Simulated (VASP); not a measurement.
# BP (F-43m) in VASP: further runs, part 2 of 2

VASP 6.6.1. Earlier steps stand in the parts before.

### Step 3. Single point, HSE06 (strain +3.5%)

Contents of POSCAR:

```
BP
1.0
    0.0000000000      2.3481603960      2.3481603960
    2.3481603960      0.0000000000      2.3481603960
    2.3481603960      2.3481603960      0.0000000000
B P
1 1
Direct
    0.0000000000      0.0000000000      0.0000000000
    0.2500000000      0.2500000000      0.2500000000
```

Contents of INCAR.step1:

```
ALGO = Normal
EDIFF = 1E-5
ENCUT = 520
GGA = PE
ISIF = 2
ISMEAR = 0
LASPH = T
LCHARG = F
LREAL = F
LWAVE = T
NBANDS = 11
NELM = 80
PREC = Accurate
SIGMA = 0.01
```

Contents of INCAR.step2:

```
ALGO = Normal
EDIFF = 1E-7
ENCUT = 520
GGA = PE
HFSCREEN = 0.2079
ISIF = 2
ISMEAR = 0
ISTART = 1
LASPH = T
LCHARG = F
LHFCALC = T
LREAL = F
LWAVE = F
NBANDS = 11
NELM = 80
PREC = Accurate
PRECFOCK = Normal
SIGMA = 0.01
```

Contents of KPOINTS:

```
k-points
0
Gamma
  6 6 6
```

Potentials or basis: VASP PAW PBE potentials, release 64 (B, P).

Started as:

```
> cat potpaw_PBE.64/B/POTCAR potpaw_PBE.64/P/POTCAR > POTCAR
> cp INCAR.step1 INCAR
> mpirun -np 1 vasp_std > vasp.out
> cp INCAR.step2 INCAR
> mpirun -np 1 vasp_std > vasp.out
```

OUTCAR:

```text
EDIFF = 1E-7
   ENCUT = 520
   GGA = PE
   HFSCREEN = 0.2079
   ISIF = 2
   ISMEAR = 0
   ISTART = 1
   LASPH = T
   LHFCALC = T
   LREAL = F
   NELM = 80
   PREC = Accurate
   PRECFOCK = Normal

 ion  position               nearest neighbor table
   1  0.000  0.000  0.000-   2 2.03   2 2.03   2 2.03   2 2.03
   2  0.250  0.250  0.250-   1 2.03   1 2.03   1 2.03   1 2.03

  LATTYP: Found a face centered cubic cell.
 ALAT       =     4.6963207920

  Lattice vectors:

 A1 = (   0.0000000000,   2.3481603960,   2.3481603960)
 A2 = (   2.3481603960,   0.0000000000,   2.3481603960)
 A3 = (   2.3481603960,   2.3481603960,   0.0000000000)

Analysis of symmetry for initial positions (statically):
=====================================================================
 Subroutine PRICEL returns:
 Original cell was already a primitive cell.

 Routine SETGRP: Setting up the symmetry group for a
 face centered cubic supercell.

 Subroutine GETGRP returns: Found 24 space group operations
 (whereof 24 operations were pure point group operations)
 out of a pool of 48 trial point group operations.

The static configuration has the point symmetry T_d .

Analysis of symmetry for dynamics (positions and initial velocities):
=====================================================================
 Subroutine PRICEL returns:
 Original cell was already a primitive cell.

 Routine SETGRP: Setting up the symmetry group for a
 face centered cubic supercell.

 Subroutine GETGRP returns: Found 24 space group operations
 (whereof 24 operations were pure point group operations)
 out of a pool of 48 trial point group operations.

The dynamic configuration has the point symmetry T_d .

 Subroutine INISYM returns: Found 24 space group operations
 (whereof 24 operations are pure point group operations),
 and found     1 'primitive' translations

----------------------------------------------------------------------------------------

                                     Primitive cell

  volume of cell :      25.8948

  direct lattice vectors                    reciprocal lattice vectors
     0.000000000  2.348160396  2.348160396    -0.212932643  0.212932643  0.212932643
     2.348160396  0.000000000  2.348160396     0.212932643 -0.212932643  0.212932643
     2.348160396  2.348160396  0.000000000     0.212932643  0.212932643 -0.212932643

  length of vectors
     3.320800279  3.320800279  3.320800279     0.368810157  0.368810157  0.368810157

  position of ions in fractional coordinates (direct lattice)
     0.000000000  0.000000000  0.000000000
     0.250000000  0.250000000  0.250000000

  ion indices of the primitive-cell ions
   primitive index   ion index
                 1           1
                 2           2

----------------------------------------------------------------------------------------

 KPOINTS: k-points

Automatic generation of k-mesh.
 Grid dimensions read from file:
 generate k-points for:    6    6    6

 Generating k-lattice:

  Cartesian coordinates                     Fractional coordinates (reciprocal lattice)
    -0.035488774  0.035488774  0.035488774     0.166666667  0.000000000  0.000000000
[... 38 lines left out ...]
   NGX,Y,Z   is equivalent  to a cutoff of  14.02, 14.02, 14.02 a.u.
   NGXF,Y,Z  is equivalent  to a cutoff of  28.03, 28.03, 28.03 a.u.
 SYSTEM =  unknown system
   PREC   = accura    normal or accurate (medium, high low for compatibility)
   ISTART =      1    job   : 0-new  1-cont  2-samecut
   ICHARG =      0    charge: 1-file 2-atom 10-const
   ISPIN  =      1    spin polarized calculation?
   LNONCOLLINEAR =      F non collinear calculations
   LSORBIT =      F    spin-orbit coupling
   LASPH  =      T    aspherical Exc in radial PAW
   ENCUT  =  520.0 eV  38.22 Ry    6.18 a.u.   6.17  6.17  6.17*2*pi/ulx,y,z
   NELM   =     80;   NELMIN=  2; NELMDL=  0     # of ELM steps
   EDIFF  = 0.1E-06   stopping-criterion for ELM
   LREAL  =      F    real-space projection
   EDIFFG = 0.1E-05   stopping-criterion for IOM
   NSW    =      0    number of steps for IOM
   IBRION =     -1    ionic relax: 0-MD 1-quasi-New 2-CG
   NFREE  =      0    steps in history (QN), initial steepest desc. (CG)
   ISIF   =      2    stress and relaxation
   ISYM   =      3    0-nonsym 1-usesym 2-fastsym
   POTIM  = 0.5000    time-step for ionic-motion
   TEBEG  =    0.0;   TEEND  =   0.0 temperature during run
   PSTRESS=    0.0 pullay stress
   NELECT =       8.0000    total number of electrons
   NUPDOWN=      -1.0000    fix difference up-down
   EMIN   =  10.00;   EMAX   =-10.00  energy-range for DOS
   EFERMI =   0.00;   METHOD = LEGACY
   ISMEAR =     0;   SIGMA  =   0.01  broadening in eV -4-tet -1-fermi 0-gaus
   EFERMI_NEDOS =   21; number of points for ismear=-14 and -15
   IALGO  =     38    algorithm
   IMIX   =      1    mixing-type and parameters
     AMIX     =   0.40;   BMIX     =  1.00
     AMIX_MAG =   1.60;   BMIX_MAG =  1.00
  volume/ion in A,a.u.               =      12.95        87.37
  Fermi-wavevector in a.u.,A,eV,Ry     =   1.106710  2.091378 16.664504  1.224806
  Thomas-Fermi vector in A             =   2.243214
   LORBIT       =      0    0 simple, 1 ext, 2 COOP (PROOUT), +10 PAW based schemes
   GGA     = PE    functional components
   LHFCALC =     T    Hartree Fock is set to
   PRECFOCK=normal    Normal, Fast or Accurate (Low or Medium for compatibility)
   ENCUT4O =  -1.0   cutoff for four orbital integrals eV
   NKREDX  =     1    reduce k-point grid by
   NKREDY  =     1    reduce k-point grid by
   NKREDZ  =     1    reduce k-point grid by
   AEXX    =    0.2500 exact exchange contribution
   HFSCREEN=    0.2079 screening length (either q_TF or 0.3 A-1)
   HFSCREENC=   0.2079 screening length for correlation (either q_TF or 0.3 A-1)
   ENCUTFOCK=  -1.0 apply spherical cutoff to Coloumb kernel
   IVDW    =     0    specifies the selected vdW correction
   LEPSILON=     F    determine dielectric tensor
   LRPA    =     F    only Hartree local field effects (RPA)
 non-spin polarized calculation
 Gauss-broadening in eV      SIGMA  =   0.01
  energy-cutoff  :      520.00
  volume of cell :       25.89
 maximum number of plane-waves:       725
 NGX is ok and might be reduce to    28
  NGX = 20; NGY = 20; NGZ = 20

 number of electron       8.0000001 magnetization

 Free energy of the ion-electron system (eV)
  ---------------------------------------------------
  ext. energy  EPLUGINS =         0.00000000
  ---------------------------------------------------
  free energy    TOTEN  =       -14.67168838 eV

  energy without entropy =      -14.67168838  energy(sigma->0) =      -14.67168838

 E-fermi :   5.9571     XC(G=0):  -8.6693

 val. band max:        5.8356714969   @ k =   0.0000   0.0000   0.0000
 cond. band min:       8.0525768268   @ k =   0.3333   0.3333   0.0000
 fundamental gap:      2.2169053300
 Fermi energy:         5.9571203448

 k-point     1 :       0.0000    0.0000    0.0000
  band No.  band energies     occupation
      1     -10.3020      2.00000
      2       5.8357      2.00000
      3       5.8357      2.00000
      4       5.8357      2.00000
      5      10.0278      0.00000
      6      10.0278      0.00000
      7      10.0278      0.00000
      8      12.9184      0.00000
      9      17.7377      0.00000
     10      18.9683      0.00000
     11      18.9683      0.00000
[... 197 lines left out ...]
 k-point    16 :      -0.3333    0.5000    0.1667
  band No.  band energies     occupation
      1      -5.3198      2.00000
      2      -2.8518      2.00000
      3       0.6126      2.00000
      4       0.7597      2.00000
      5      10.5696      0.00000
      6      11.0373      0.00000
      7      15.6937      0.00000
      8      16.2551      0.00000
      9      19.5910      0.00000
     10      22.6075      0.00000
     11      22.8009      0.00000

------------------------ aborting loop because EDIFF is reached ----------------------------------------

  FORCE on cell =-STRESS in cart. coord.  units (eV):
  Direction    XX          YY          ZZ          XY          YZ          ZX
  --------------------------------------------------------------------------------------
  -------------------------------------------------------------------------------------
  Total       -2.6159141     -2.6159141     -2.6159141      0.0000000      0.0000000      0.0000000
  in kB     -161.8530152   -161.8530152   -161.8530152      0.0000000      0.0000000      0.0000000
  external PRESSURE =    -161.8530152 kB  Pullay stress =       0.0000000 kB

 VOLUME and BASIS-vectors are now :
 -----------------------------------------------------------------------------
  energy-cutoff  :      520.00
  volume of cell :       25.89
      direct lattice vectors                 reciprocal lattice vectors
     0.000000000  2.348160396  2.348160396    -0.212932643  0.212932643  0.212932643
     2.348160396  0.000000000  2.348160396     0.212932643 -0.212932643  0.212932643
     2.348160396  2.348160396  0.000000000     0.212932643  0.212932643 -0.212932643

 POSITION                                       TOTAL-FORCE (eV/Angst)
 -----------------------------------------------------------------------------------
      0.00000      0.00000      0.00000         0.000000      0.000000      0.000000
      1.17408      1.17408      1.17408        -0.000000     -0.000000     -0.000000
 -----------------------------------------------------------------------------------
    total drift:                                0.000000      0.000000      0.000000

  FREE ENERGIE OF THE ION-ELECTRON SYSTEM (eV)
  ---------------------------------------------------
  free  energy   TOTEN  =       -14.6716883781 eV

  energy  without entropy=      -14.6716883781  energy(sigma->0) =      -14.67168838
```

OUTCAR.step1:

```text
EDIFF = 1E-5
   ENCUT = 520
   GGA = PE
   ISIF = 2
   ISMEAR = 0
[... 435 lines left out ...]
 -----------------------------------------------------------------------------------
      0.00000      0.00000      0.00000        -0.000000      0.000000      0.000000
      1.17408      1.17408      1.17408         0.000000     -0.000000     -0.000000
 -----------------------------------------------------------------------------------
    total drift:                                0.000000      0.000000      0.000000

  FREE ENERGIE OF THE ION-ELECTRON SYSTEM (eV)
  ---------------------------------------------------
  free  energy   TOTEN  =       -12.8103717612 eV

  energy  without entropy=      -12.8103717612  energy(sigma->0) =      -12.81037176
```

OSZICAR.step1:

```text
N       E                     dE             d eps       ncg     rms          rms(c)
DAV:   1     0.104089455744E+02    0.10409E+02   -0.40869E+03   352   0.656E+02
DAV:   2    -0.127109002749E+02   -0.23120E+02   -0.22070E+02   502   0.107E+02
DAV:   3    -0.133199372077E+02   -0.60904E+00   -0.60727E+00   444   0.157E+01
DAV:   4    -0.133225025194E+02   -0.25653E-02   -0.25647E-02   405   0.122E+00
DAV:   5    -0.133225176156E+02   -0.15096E-04   -0.15096E-04   434   0.947E-02    0.620E+00
DAV:   6    -0.128800979462E+02    0.44242E+00   -0.11173E+00   397   0.429E+00    0.336E+00
DAV:   7    -0.128163949356E+02    0.63703E-01   -0.14751E-01   421   0.194E+00    0.121E+00
DAV:   8    -0.128097969155E+02    0.65980E-02   -0.22862E-02   400   0.840E-01    0.155E-01
DAV:   9    -0.128101527897E+02   -0.35587E-03   -0.75408E-04   414   0.173E-01    0.862E-02
DAV:  10    -0.128103591735E+02   -0.20638E-03   -0.25283E-04   395   0.991E-02    0.252E-02
DAV:  11    -0.128103705362E+02   -0.11363E-04   -0.11493E-05   450   0.225E-02    0.250E-02
DAV:  12    -0.128103717612E+02   -0.12249E-05   -0.41711E-06   206   0.103E-02
   1 F= -.12810372E+02 E0= -.12810372E+02  d E =-.390618E-11
```

Wall time 6.8 min (1 thread of AMD EPYC 7R13 (Zen 3), shared host); peak memory 0.23 GiB.

Results:

```yaml
Free_energy: -14.6717 eV
Pressure: -16.2 GPa
Band_gap_on_the_k_mesh: 2.22 eV (least direct gap 4.19 eV)
```

Levels at points of the mesh, in eV from the valence-band top:
```csv
k point,band 2,band 3,band 4,band 5,band 6,band 7
"(0.00, 0.00, 0.00)",0.00,0.00,0.00,4.19,4.19,4.19
"(0.50, 0.00, 0.00)",-9.23,-1.79,-1.79,4.10,5.64,5.64
"(0.50, 0.50, 0.00)",-9.01,-4.12,-4.12,2.25,2.50,12.84
```

Caveat: the cell differs from its parent crystal (strain +3.5%); the cell stands under tension; the PAW data sets were made with another functional, which shifts forces and pressure a little.
